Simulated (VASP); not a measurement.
# Rh12N in VASP: relaxation of the atoms with PBE

Aim: the relaxation of the atoms of Rh12N with PBE.

Everything below comes from runs of VASP 6.6.1. Logs are shortened: lines on timing, memory, paths and dates and some standing lists are left out, and cuts for length are marked.

### Step 1. The cell of the first run

The cell holds a slab with vacuum, 13 atoms: a = 5.417 Å, b = 5.417 Å, c = 19.174 Å, α = 90.00°, β = 90.00°, γ = 90.00°.

### Step 2. Relaxation of the atoms, PBE

Contents of INCAR:

```
PREC = Accurate ; ENCUT = 520
EDIFF = 1E-7 ; ISMEAR = 0
SIGMA = 0.1 ; LREAL = F
LASPH = T ; NELM = 120
ALGO = Normal ; ISIF = 2
LWAVE = F ; LCHARG = F
LDIPOL = T ; IDIPOL = 3
DIPOL = 0.5 0.5 0.314 ; GGA = PE
IBRION = 2 ; NSW = 36
EDIFFG = -0.025 ; GGA_COMPAT = F
NELMIN = 4 ; NELMDL = -8
KPAR = 4
```

Contents of KPOINTS:

```
Automatic mesh
0
Gamma
  5 5 1
```

Contents of POSCAR:

```
Rh12N
1.0
    5.4165863246      0.0000000000      0.0000000000
    0.0000000000      5.4165863246      0.0000000000
    0.0000000000      0.0000000000     19.1737394151
Rh N
12 1
Selective dynamics
Direct
    0.2500000000      0.2500000000      0.2086186692  F F F
    0.2500000000      0.7500000000      0.2086186692  F F F
    0.7500000000      0.2500000000      0.2086186692  F F F
    0.7500000000      0.7500000000      0.2086186692  F F F
    0.0000000000      0.0000000000      0.3044995950  F F F
    0.0000000000      0.5000000000      0.3044995950  F F F
    0.5000000000      0.0000000000      0.3044995950  F F F
    0.5000000000      0.5000000000      0.3044995950  F F F
    0.2500000000      0.2500000000      0.4002213261  F F F
    0.2500000000      0.7500000000      0.4002213261  F F F
    0.7500000000      0.2500000000      0.4002213261  F F F
    0.7500000000      0.7500000000      0.4002213261  F F F
    0.5000000000      0.5000000000      0.4262309554  F F T
```

Potentials or basis: VASP PAW PBE potentials, release 64 (Rh_pv, N).

Launch:

```
> cat potpaw_PBE.64/Rh_pv/POTCAR potpaw_PBE.64/N/POTCAR > POTCAR
> mpirun -np 4 vasp_std > vasp.out
```

OUTCAR:

```text
PREC = Accurate
   ENCUT = 520
   EDIFF = 1E-7
   ISMEAR = 0
   LREAL = F
   LASPH = T
   NELM = 120
   ISIF = 2
   GGA = PE
   IBRION = 2
   NSW = 36
   EDIFFG = -0.025
   NELMIN = 4
   NELMDL = -8

 ion  position               nearest neighbor table
   1  0.250  0.250  0.209-   5 2.65   6 2.65   7 2.65   8 2.65   2 2.71   3 2.71   2 2.71   3 2.71

   2  0.250  0.750  0.209-   5 2.65   6 2.65   7 2.65   8 2.65   1 2.71   4 2.71   1 2.71   4 2.71

   3  0.750  0.250  0.209-   5 2.65   6 2.65   7 2.65   8 2.65   1 2.71   4 2.71   4 2.71   1 2.71

   4  0.750  0.750  0.209-   5 2.65   6 2.65   7 2.65   8 2.65   2 2.71   3 2.71   3 2.71   2 2.71

   5  0.000  0.000  0.304-   9 2.65  10 2.65  11 2.65  12 2.65   1 2.65   2 2.65   3 2.65   4 2.65
                             6 2.71   7 2.71   6 2.71   7 2.71
   6  0.000  0.500  0.304-   9 2.65  10 2.65  11 2.65  12 2.65   1 2.65   2 2.65   3 2.65   4 2.65
                             5 2.71   8 2.71   5 2.71   8 2.71
   7  0.500  0.000  0.304-   9 2.65  10 2.65  11 2.65  12 2.65   1 2.65   2 2.65   3 2.65   4 2.65
                             5 2.71   8 2.71   8 2.71   5 2.71
   8  0.500  0.500  0.304-  13 2.33  10 2.65  11 2.65  12 2.65   9 2.65   2 2.65   3 2.65   4 2.65
                             1 2.65   7 2.71   6 2.71   7 2.71   6 2.71
   9  0.250  0.250  0.400-  13 1.98   6 2.65   7 2.65   8 2.65   5 2.65  11 2.71  10 2.71  10 2.71
                            11 2.71
  10  0.250  0.750  0.400-  13 1.98   6 2.65   7 2.65   8 2.65   5 2.65  12 2.71   9 2.71   9 2.71
                            12 2.71
  11  0.750  0.250  0.400-  13 1.98   6 2.65   7 2.65   8 2.65   5 2.65  12 2.71   9 2.71  12 2.71
                             9 2.71
  12  0.750  0.750  0.400-  13 1.98   6 2.65   7 2.65   8 2.65   5 2.65  11 2.71  10 2.71  11 2.71
                            10 2.71
  13  0.500  0.500  0.426-   9 1.98  10 1.98  11 1.98  12 1.98   8 2.33

  LATTYP: Found a simple tetragonal cell.
 ALAT       =     5.4165863246
 C/A-ratio  =     3.5398197806

  Lattice vectors:

 A1 = (   5.4165863246,   0.0000000000,   0.0000000000)
 A2 = (   0.0000000000,   5.4165863246,   0.0000000000)
 A3 = (   0.0000000000,   0.0000000000,  19.1737394151)

Analysis of symmetry for initial positions (statically):
=====================================================================
 Subroutine PRICEL returns:
 Original cell was already a primitive cell.

 Routine SETGRP: Setting up the symmetry group for a
 simple tetragonal supercell.

 Subroutine GETGRP returns: Found  8 space group operations
 (whereof  8 operations were pure point group operations)
 out of a pool of 16 trial point group operations.

The static configuration has the point symmetry C_4v.

Analysis of symmetry for dynamics (positions and initial velocities):
=====================================================================
 Subroutine PRICEL returns:
 Original cell was already a primitive cell.

 Routine SETGRP: Setting up the symmetry group for a
 simple tetragonal supercell.

 Subroutine GETGRP returns: Found  8 space group operations
 (whereof  8 operations were pure point group operations)
 out of a pool of 16 trial point group operations.

The dynamic configuration has the point symmetry C_4v.

Analysis of constrained symmetry for selective dynamics:
=====================================================================
 Subroutine PRICEL returns:
 Original cell was already a primitive cell.

 Routine SETGRP: Setting up the symmetry group for a
 simple tetragonal supercell.

 Subroutine GETGRP returns: Found  8 space group operations
 (whereof  8 operations were pure point group operations)
 out of a pool of 16 trial point group operations.

The constrained configuration has the point symmetry C_4v.

 Subroutine INISYM returns: Found  8 space group operations
 (whereof  8 operations are pure point group operations),
 and found     1 'primitive' translations

----------------------------------------------------------------------------------------

                                     Primitive cell

  volume of cell :     562.5462

  direct lattice vectors                    reciprocal lattice vectors
     5.416586325  0.000000000  0.000000000     0.184618123  0.000000000  0.000000000
[... 50 lines left out ...]
     0.000000000  0.000000000  0.052154667     0.000000000  0.000000000  1.000000000

  Length of vectors
     0.036923625  0.036923625  0.052154667

  Shift w.r.t. Gamma in fractional coordinates (k-lattice)
     0.000000000  0.000000000  0.000000000

 Subroutine IBZKPT returns following result:
 ===========================================

 Found      6 irreducible k-points:

 Following reciprocal coordinates:
            Coordinates               Weight
  0.000000  0.000000  0.000000      1.000000
  0.200000  0.000000  0.000000      4.000000
  0.400000  0.000000  0.000000      4.000000
  0.200000  0.200000  0.000000      4.000000
  0.400000  0.200000  0.000000      8.000000
  0.400000  0.400000  0.000000      4.000000
   k-points           NKPTS =      6   k-points in BZ     NKDIM =      6   number of bands    NBANDS=    111
   number of dos      NEDOS =    301   number of ions     NIONS =     13
   total plane-waves  NPLWV = 230400
   dimension x,y,z NGX =    40 NGY =   40 NGZ =  144
   dimension x,y,z NGXF=    80 NGYF=   80 NGZF=  288
   ions per type =              12   1
   NGX,Y,Z   is equivalent  to a cutoff of  12.28, 12.28, 12.49 a.u.
   NGXF,Y,Z  is equivalent  to a cutoff of  24.55, 24.55, 24.97 a.u.
 SYSTEM =  unknown system
   PREC   = accura    normal or accurate (medium, high low for compatibility)
   ISTART =      0    job   : 0-new  1-cont  2-samecut
   ICHARG =      2    charge: 1-file 2-atom 10-const
   ISPIN  =      1    spin polarized calculation?
   LNONCOLLINEAR =      F non collinear calculations
   LSORBIT =      F    spin-orbit coupling
   LASPH  =      T    aspherical Exc in radial PAW
   ENCUT  =  520.0 eV  38.22 Ry    6.18 a.u.  10.07 10.07 35.65*2*pi/ulx,y,z
   NELM   =    120;   NELMIN=  4; NELMDL= -8     # of ELM steps
   EDIFF  = 0.1E-06   stopping-criterion for ELM
   LREAL  =      F    real-space projection
   EDIFFG = -.3E-01   stopping-criterion for IOM
   NSW    =     36    number of steps for IOM
   IBRION =      2    ionic relax: 0-MD 1-quasi-New 2-CG
   NFREE  =      1    steps in history (QN), initial steepest desc. (CG)
   ISIF   =      2    stress and relaxation
   ISYM   =      2    0-nonsym 1-usesym 2-fastsym
   POTIM  = 0.5000    time-step for ionic-motion
   TEBEG  =    0.0;   TEEND  =   0.0 temperature during run
   PSTRESS=    0.0 pullay stress
   NELECT =     185.0000    total number of electrons
   NUPDOWN=      -1.0000    fix difference up-down
   EMIN   =  10.00;   EMAX   =-10.00  energy-range for DOS
   EFERMI =   0.00;   METHOD = LEGACY
   ISMEAR =     0;   SIGMA  =   0.10  broadening in eV -4-tet -1-fermi 0-gaus
   EFERMI_NEDOS =   21; number of points for ismear=-14 and -15
   IALGO  =     38    algorithm
   IMIX   =      4    mixing-type and parameters
     AMIX     =   0.40;   BMIX     =  1.00
     AMIX_MAG =   1.60;   BMIX_MAG =  1.00
  volume/ion in A,a.u.               =      43.27       292.02
  Fermi-wavevector in a.u.,A,eV,Ry     =   1.130002  2.135395 17.373352  1.276905
  Thomas-Fermi vector in A             =   2.266698
   LORBIT       =      0    0 simple, 1 ext, 2 COOP (PROOUT), +10 PAW based schemes
   GGA     = PE    functional components
   LHFCALC =     F    Hartree Fock is set to
   AEXX    =    0.0000 exact exchange contribution
   IVDW    =     0    specifies the selected vdW correction
   LEPSILON=     F    determine dielectric tensor
   LRPA    =     F    only Hartree local field effects (RPA)
 conjugate gradient relaxation of ions
 non-spin polarized calculation
 Gauss-broadening in eV      SIGMA  =   0.10
  energy-cutoff  :      520.00
  volume of cell :      562.55
 maximum number of plane-waves:     15180
   NGX = 21   NGY = 21   NGZ = 71

 dipolmoment           0.000000      0.000000     -0.002212 electrons x Angstroem

--------------------------------------- Ionic step        1  -------------------------------------------

 number of electron     185.0000092 magnetization

 Free energy of the ion-electron system (eV)
  ---------------------------------------------------
  ext. energy  EPLUGINS =         0.00000000
  ---------------------------------------------------
  free energy    TOTEN  =       -87.12003186 eV

  energy without entropy =      -87.01691026  energy(sigma->0) =      -87.06847106

------------------------ aborting loop because EDIFF is reached ----------------------------------------

 vacuum level on the upper side and lower side of the slab       (xc-potential included)        -0.011        -0.134

  FORCE on cell =-STRESS in cart. coord.  units (eV):
  Direction    XX          YY          ZZ          XY          YZ          ZX
  --------------------------------------------------------------------------------------
  -------------------------------------------------------------------------------------
  Total       -2.7645266     -2.7645266      6.5129649      0.0000000      0.0000000      0.0000000
  in kB       -7.8735974     -7.8735974     18.5494554      0.0000000      0.0000000      0.0000000
  external PRESSURE =       0.9340869 kB  Pullay stress =       0.0000000 kB
[... 175 lines left out ...]
--------------------------------------- Ionic step        5  -------------------------------------------

 number of electron     185.0000092 magnetization

 dipolmoment           0.000000      0.000000      0.040220 electrons x Angstroem

 Free energy of the ion-electron system (eV)
  ---------------------------------------------------
  ext. energy  EPLUGINS =         0.00000000
  ---------------------------------------------------
  free energy    TOTEN  =       -87.25523984 eV

  energy without entropy =      -87.15925523  energy(sigma->0) =      -87.20724753

 E-fermi :   0.0252     XC(G=0):  -5.2321

 val. band max:        0.0161884619   @ k =   0.2000   0.2000   0.0000
 cond. band min:       0.0351830100   @ k =   0.2000   0.0000   0.0000
 fundamental gap:      0.0189945481
 Fermi energy:         0.0251668195

 k-point     1 :       0.0000    0.0000    0.0000
  band No.  band energies     occupation
      1     -47.0328      2.00000
      2     -47.0328      2.00000
      3     -47.0214      2.00000
      4     -46.9981      2.00000
      5     -46.9981      2.00000
      6     -46.9324      2.00000
[... 631 lines left out ...]
    103       1.0381      0.00000
    104       1.5471      0.00000
 [bands above 104 left out]

------------------------ aborting loop because EDIFF is reached ----------------------------------------

 vacuum level on the upper side and lower side of the slab       (xc-potential included)         0.038        -0.190

  FORCE on cell =-STRESS in cart. coord.  units (eV):
  Direction    XX          YY          ZZ          XY          YZ          ZX
  --------------------------------------------------------------------------------------
  -------------------------------------------------------------------------------------
  Total       -6.7334792     -6.7334792      5.2015432      0.0000000      0.0000000      0.0000000
  in kB      -19.1774979    -19.1774979     14.8144195      0.0000000      0.0000000      0.0000000
  external PRESSURE =      -7.8468588 kB  Pullay stress =       0.0000000 kB
[... 28 lines left out ...]
  FREE ENERGIE OF THE ION-ELECTRON SYSTEM (eV)
  ---------------------------------------------------
  free  energy   TOTEN  =       -87.2552398377 eV

  energy  without entropy=      -87.1592552290  energy(sigma->0) =      -87.20724753

 reached required accuracy - stopping structural energy minimisation

 vacuum level on the upper side and lower side of the slab         5.214         4.970
```

It took 13 min on 4 MPI ranks of Intel Xeon 6975P-C (Granite Rapids), shared host; peak memory 0.73 GiB.

What came out:

```
Free energy               : -87.2552 eV
Energy gained by relaxing : 10.4 meV/atom
Ionic steps               : 5
Band gap on the k mesh    : zero (an odd number of electrons rules out a gap without spin polarisation)
```

The path:
| step | energy change (eV) | largest force on free atoms (eV/Å) | pressure (GPa) |
| --- | --- | --- | --- |
| 1 | 0.0000 | 1.0068 | 0.09 |
| 2 | -0.0460 | 0.8799 | -0.09 |
| 3 | -0.1310 | 0.2233 | -0.65 |
| 4 | -0.1347 | 0.0767 | -0.83 |
| 5 | -0.1352 | 0.0030 | -0.78 |

Final structure:
```xyz
13
Lattice="5.4166 0.0000 0.0000 0.0000 5.4166 0.0000 0.0000 0.0000 19.1737" Properties=species:S:1:pos:R:3 pbc="T T T"
Rh    1.3541    1.3541    4.0000
Rh    1.3541    4.0624    4.0000
Rh    4.0624    1.3541    4.0000
Rh    4.0624    4.0624    4.0000
Rh    0.0000    0.0000    5.8384
Rh    0.0000    2.7083    5.8384
Rh    2.7083    0.0000    5.8384
Rh    2.7083    2.7083    5.8384
Rh    1.3541    1.3541    7.6737
Rh    1.3541    4.0624    7.6737
Rh    4.0624    1.3541    7.6737
Rh    4.0624    4.0624    7.6737
N     2.7083    2.7083    8.4036
```
